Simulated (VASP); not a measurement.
KCdCO3F:

```
CELL_PARAMETERS angstrom
5.13379 0.00000 0.00000
-2.56689 4.44599 0.00000
0.00000 0.00000 4.48717
ATOMIC_POSITIONS crystal
K 0.00000 0.00000 0.00000
Cd 0.66667 0.33333 0.50000
C 0.33333 0.66667 0.50000
O 0.18790 0.37581 0.50000
O 0.18790 0.81210 0.50000
O 0.62419 0.81210 0.50000
F 0.66667 0.33333 0.00000
```

```yaml
Program: VASP 6.6.1
Task: relaxation of cell and atoms
Functional: PBEsol
Potentials_or_basis: VASP PAW PBE potentials, release 64 (K_sv, Cd, C, O, F)
Cutoff: 600 eV
k_mesh: 6 × 6 × 6
Occupations: gaussian, width 0.02 eV
Spin: no spin polarisation
```

At the start: pressure -2.7 GPa; volume 14.63 Å³/atom.

Question: How do energy, volume and symmetry change on relaxing?

Answer: Over 15 steps the energy falls by 7.0 meV/atom and the volume is 13.91 Å³/atom (-4.9 %); space group P-6m2 (No. 187, to 0.1 Å) before and after.

Step by step:
```
step  energy change (eV)  largest force (eV/Å)  pressure (GPa)  volume (Å³)
   1              0.0000                0.1207           -2.71       102.42
   2             -0.0357                0.6475            0.22        98.80
   3             -0.0360                0.7032            0.55        98.43
   4             -0.0477                0.0965            0.04        97.08
   5             -0.0482                0.0329            0.12        97.31
   6             -0.0484                0.0174            0.03        97.39
   7             -0.0486                0.0245           -0.20        97.62
   8             -0.0488                0.0184           -0.12        97.61
   9             -0.0488                0.0485           -0.06        97.61
  10             -0.0489                0.0344           -0.07        97.58
  11             -0.0490                0.0048           -0.08        97.52
  12             -0.0490                0.0060           -0.05        97.47
  13             -0.0490                0.0084            0.02        97.38
  14             -0.0490                0.0165           -0.02        97.38
  15             -0.0490                0.0002            0.00        97.38
```

Final structure:
```xyz
7
Lattice="5.0402 0.0000 0.0000 -2.5201 4.3649 0.0000 0.0000 0.0000 4.4265" Properties=species:S:1:pos:R:3 pbc="T T T"
K     0.0000    0.0000    0.0000
Cd    2.5201    1.4550    2.2133
C     0.0000    2.9100    2.2133
O     0.0000    1.6185    2.2133
O    -1.1185    3.5557    2.2133
O     1.1185    3.5557    2.2133
F     2.5201    1.4550    0.0000
```

Caveat: the PAW data sets were made with another functional, which shifts forces and pressure a little.
